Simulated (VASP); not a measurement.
# CsBr (Pm-3m) in VASP: single point with r2SCAN

Aim: the single point of CsBr with r2SCAN.

All numbers are computed with VASP 6.6.1; they aren't measurements. Logs are shortened: lines on timing, memory, paths and dates and some standing lists are left out, and cuts for length are marked.

**1. The cell of the first run**

The structure is cubic, space group Pm-3m (No. 221). Conventional cell: a = 4.286 Å, b = 4.286 Å, c = 4.286 Å, α = 90.00°, β = 90.00°, γ = 90.00°. Cs (site symmetry m-3m) has 8 Br at 3.71 Å and 6 Cs at 4.29 Å within 4.9 Å. Within 4.9 Å of Br (site symmetry m-3m) lie 8 Cs at 3.71 Å and 6 Br at 4.29 Å.

**2. Single point, r2SCAN**

Contents of POSCAR:

```
CsBr
1.0
    4.2860000000      0.0000000000      0.0000000000
    0.0000000000      4.2860000000      0.0000000000
    0.0000000000      0.0000000000      4.2860000000
Cs Br
1 1
Direct
    0.0000000000      0.0000000000      0.0000000000
    0.5000000000      0.5000000000      0.5000000000
```

Contents of INCAR.step1:

```
SYSTEM = CsBr
ALGO = Normal
EDIFF = 1E-5
ENCUT = 550
GGA = PE
GGA_COMPAT = .FALSE.
ISMEAR = 0
LASPH = .TRUE.
LCHARG = .FALSE.
LREAL = .FALSE.
LWAVE = .TRUE.
NBANDS = 15
NELM = 120
PREC = Accurate
SIGMA = 0.05
```

Contents of INCAR.step2:

```
SYSTEM = CsBr
ALGO = Normal
EDIFF = 1E-6
ENCUT = 550
GGA_COMPAT = .FALSE.
ISIF = 2
ISMEAR = 0
ISTART = 1
LASPH = .TRUE.
LCHARG = .FALSE.
LMIXTAU = .TRUE.
LREAL = .FALSE.
LWAVE = .FALSE.
METAGGA = R2SCAN
NBANDS = 15
NELM = 120
PREC = Accurate
SIGMA = 0.05
```

Contents of KPOINTS:

```
k-points
0
G
  6 6 6
  0 0 0
```

Potentials or basis: VASP PAW PBE potentials, release 64 (Cs_sv, Br).

Launch:

```console
> cat potpaw_PBE.64/Cs_sv/POTCAR potpaw_PBE.64/Br/POTCAR > POTCAR
> cp INCAR.step1 INCAR
> mpirun -np 1 vasp_std > vasp.out
> cp INCAR.step2 INCAR
> mpirun -np 1 vasp_std > vasp.out
```

OUTCAR:

```text
SYSTEM = CsBr
   EDIFF = 1E-6
   ENCUT = 550
   ISIF = 2
   ISMEAR = 0
   ISTART = 1
   LASPH = .TRUE.
   LREAL = .FALSE.
   METAGGA = R2SCAN
   NELM = 120
   PREC = Accurate

 ion  position               nearest neighbor table
   1  0.000  0.000  0.000-
   2  0.500  0.500  0.500-

  LATTYP: Found a simple cubic cell.
 ALAT       =     4.2860000000

  Lattice vectors:

 A1 = (   4.2860000000,   0.0000000000,   0.0000000000)
 A2 = (   0.0000000000,   4.2860000000,   0.0000000000)
 A3 = (   0.0000000000,   0.0000000000,   4.2860000000)

Analysis of symmetry for initial positions (statically):
=====================================================================
 Subroutine PRICEL returns:
 Original cell was already a primitive cell.

 Routine SETGRP: Setting up the symmetry group for a
 simple cubic supercell.

 Subroutine GETGRP returns: Found 48 space group operations
 (whereof 48 operations were pure point group operations)
 out of a pool of 48 trial point group operations.

The static configuration has the point symmetry O_h .

Analysis of symmetry for dynamics (positions and initial velocities):
=====================================================================
 Subroutine PRICEL returns:
 Original cell was already a primitive cell.

 Routine SETGRP: Setting up the symmetry group for a
 simple cubic supercell.

 Subroutine GETGRP returns: Found 48 space group operations
 (whereof 48 operations were pure point group operations)
 out of a pool of 48 trial point group operations.

The dynamic configuration has the point symmetry O_h .

 Subroutine INISYM returns: Found 48 space group operations
 (whereof 48 operations are pure point group operations),
 and found     1 'primitive' translations

----------------------------------------------------------------------------------------

                                     Primitive cell

  volume of cell :      78.7329

  direct lattice vectors                    reciprocal lattice vectors
     4.286000000  0.000000000  0.000000000     0.233317779  0.000000000  0.000000000
     0.000000000  4.286000000  0.000000000     0.000000000  0.233317779  0.000000000
     0.000000000  0.000000000  4.286000000     0.000000000  0.000000000  0.233317779

  length of vectors
     4.286000000  4.286000000  4.286000000     0.233317779  0.233317779  0.233317779

  position of ions in fractional coordinates (direct lattice)
     0.000000000  0.000000000  0.000000000
     0.500000000  0.500000000  0.500000000

  ion indices of the primitive-cell ions
   primitive index   ion index
[... 81 lines left out ...]
   NUPDOWN=      -1.0000    fix difference up-down
   EMIN   =  10.00;   EMAX   =-10.00  energy-range for DOS
   EFERMI =   0.00;   METHOD = LEGACY
   ISMEAR =     0;   SIGMA  =   0.05  broadening in eV -4-tet -1-fermi 0-gaus
   EFERMI_NEDOS =   21; number of points for ismear=-14 and -15
   IALGO  =     38    algorithm
   IMIX   =      4    mixing-type and parameters
     AMIX     =   0.40;   BMIX     =  1.00
     AMIX_MAG =   1.60;   BMIX_MAG =  1.00
  volume/ion in A,a.u.               =      39.37       265.66
  Fermi-wavevector in a.u.,A,eV,Ry     =   0.962489  1.818841 12.604247  0.926386
  Thomas-Fermi vector in A             =   2.091953
   LORBIT       =      0    0 simple, 1 ext, 2 COOP (PROOUT), +10 PAW based schemes
   METAGGA = R2SCAN    functional components
   LHFCALC =     F    Hartree Fock is set to
   AEXX    =    0.0000 exact exchange contribution
   IVDW    =     0    specifies the selected vdW correction
   LEPSILON=     F    determine dielectric tensor
   LRPA    =     F    only Hartree local field effects (RPA)
 non-spin polarized calculation
 Gauss-broadening in eV      SIGMA  =   0.05
  energy-cutoff  :      550.00
  volume of cell :       78.73
 maximum number of plane-waves:      2325
 NGX is ok and might be reduce to    36
   NGX = 17   NGY = 17   NGZ = 17

 number of electron      15.9999998 magnetization

 Free energy of the ion-electron system (eV)
  ---------------------------------------------------
  ext. energy  EPLUGINS =         0.00000000
  ---------------------------------------------------
  free energy    TOTEN  =       -42.32195094 eV

  energy without entropy =      -42.32195094  energy(sigma->0) =      -42.32195094

 E-fermi :  -0.4494     XC(G=0):  -8.4617

 val. band max:       -0.6580763653   @ k =   0.0000   0.0000   0.0000
 cond. band min:       4.6291964839   @ k =   0.0000   0.0000   0.0000
 fundamental gap:      5.2872728492
 Fermi energy:        -0.4494438456

 k-point     1 :       0.0000    0.0000    0.0000
  band No.  band energies     occupation
      1     -20.9651      2.00000
      2     -13.4589      2.00000
      3      -7.1818      2.00000
      4      -7.1818      2.00000
      5      -7.1818      2.00000
      6      -0.6581      2.00000
      7      -0.6581      2.00000
      8      -0.6581      2.00000
      9       4.6292      0.00000
     10       4.7417      0.00000
     11       4.7417      0.00000
     12       9.1647      0.00000
     13       9.1647      0.00000
     14       9.1647      0.00000
[... 329 lines left out ...]
      2     -13.2723      2.00000
      3      -7.5893      2.00000
      4      -7.5893      2.00000
      5      -7.5893      2.00000
      6      -1.8395      2.00000
      7      -1.8395      2.00000
      8      -1.8395      2.00000
      9       8.3469      0.00000
     10       8.3469      0.00000
     11       8.3469      0.00000
     12       9.2436      0.00000
     13       9.2436      0.00000
     14       9.2436      0.00000
     15      11.3291      0.00000

------------------------ aborting loop because EDIFF is reached ----------------------------------------

  FORCE on cell =-STRESS in cart. coord.  units (eV):
  Direction    XX          YY          ZZ          XY          YZ          ZX
  --------------------------------------------------------------------------------------
  -------------------------------------------------------------------------------------
  Total        0.2399332      0.2399332      0.2399332      0.0000000      0.0000000     -0.0000000
  in kB        4.8825246      4.8825246      4.8825246      0.0000000      0.0000000     -0.0000000
  external PRESSURE =       4.8825246 kB  Pullay stress =       0.0000000 kB

 VOLUME and BASIS-vectors are now :
 -----------------------------------------------------------------------------
  energy-cutoff  :      550.00
  volume of cell :       78.73
      direct lattice vectors                 reciprocal lattice vectors
     4.286000000  0.000000000  0.000000000     0.233317779  0.000000000  0.000000000
     0.000000000  4.286000000  0.000000000     0.000000000  0.233317779  0.000000000
     0.000000000  0.000000000  4.286000000     0.000000000  0.000000000  0.233317779

 POSITION                                       TOTAL-FORCE (eV/Angst)
 -----------------------------------------------------------------------------------
      0.00000      0.00000      0.00000         0.000000      0.000000      0.000000
      2.14300      2.14300      2.14300         0.000000      0.000000      0.000000
 -----------------------------------------------------------------------------------
    total drift:                                0.000000      0.000000      0.000000

  FREE ENERGIE OF THE ION-ELECTRON SYSTEM (eV)
  ---------------------------------------------------
  free  energy   TOTEN  =       -42.3219509377 eV

  energy  without entropy=      -42.3219509377  energy(sigma->0) =      -42.32195094
```

OUTCAR.step1:

```text
SYSTEM = CsBr
   EDIFF = 1E-5
   ENCUT = 550
   GGA = PE
   ISMEAR = 0
   LASPH = .TRUE.
   LREAL = .FALSE.
[... 574 lines left out ...]
      0.00000      0.00000      0.00000         0.000000      0.000000      0.000000
      2.14300      2.14300      2.14300         0.000000      0.000000      0.000000
 -----------------------------------------------------------------------------------
    total drift:                                0.000000      0.000000      0.000000

  FREE ENERGIE OF THE ION-ELECTRON SYSTEM (eV)
  ---------------------------------------------------
  free  energy   TOTEN  =        -6.0044645003 eV

  energy  without entropy=       -6.0044645003  energy(sigma->0) =       -6.00446450
```

OSZICAR.step1:

```text
N       E                     dE             d eps       ncg     rms          rms(c)
DAV:   1     0.901599614106E+02    0.90160E+02   -0.68218E+03   600   0.949E+02
DAV:   2     0.112056000775E+01   -0.89039E+02   -0.81264E+02   802   0.158E+02
DAV:   3    -0.620229377911E+01   -0.73229E+01   -0.72947E+01   810   0.497E+01
DAV:   4    -0.626694657377E+01   -0.64653E-01   -0.64648E-01   670   0.542E+00
DAV:   5    -0.626729196188E+01   -0.34539E-03   -0.34538E-03   845   0.414E-01    0.180E+00
DAV:   6    -0.603808367344E+01    0.22921E+00   -0.21262E-01   726   0.247E+00    0.105E+00
DAV:   7    -0.600148209533E+01    0.36602E-01   -0.12447E-01   754   0.182E+00    0.606E-01
DAV:   8    -0.600457656713E+01   -0.30945E-02   -0.13687E-02   656   0.685E-01    0.117E-01
DAV:   9    -0.600436017071E+01    0.21640E-03   -0.12985E-03   789   0.193E-01    0.669E-02
DAV:  10    -0.600446015177E+01   -0.99981E-04   -0.20357E-04   635   0.935E-02    0.164E-02
DAV:  11    -0.600446450033E+01   -0.43486E-05   -0.26293E-05   733   0.302E-02
   1 F= -.60044645E+01 E0= -.60044645E+01  d E =-.866503E-17
```

Wall time 1.8 min (1 thread of Intel Xeon 8259CL, shared host); peak memory 0.22 GiB.

What came out:

```yaml
Free_energy: -42.3220 eV
Pressure: 0.5 GPa
Band_gap_on_the_k_mesh: 5.29 eV, direct
```

Levels at points of the mesh, in eV from the valence-band top:
| k point | band 6 | band 7 | band 8 | band 9 | band 10 | band 11 |
| --- | --- | --- | --- | --- | --- | --- |
| (0.00, 0.00, 0.00) | 0.00 | 0.00 | 0.00 | 5.29 | 5.40 | 5.40 |
| (0.50, 0.00, 0.00) | -1.31 | -0.21 | -0.21 | 6.44 | 7.97 | 8.51 |
| (0.50, 0.50, 0.00) | -0.58 | -0.58 | 0.00 | 5.85 | 6.13 | 7.87 |
| (0.50, 0.50, 0.50) | -1.18 | -1.18 | -1.18 | 9.00 | 9.00 | 9.00 |

Caveat: the PAW data sets were made with another functional, which shifts forces and pressure a little; spin-orbit coupling is left out, which moves the levels of the heavy elements.
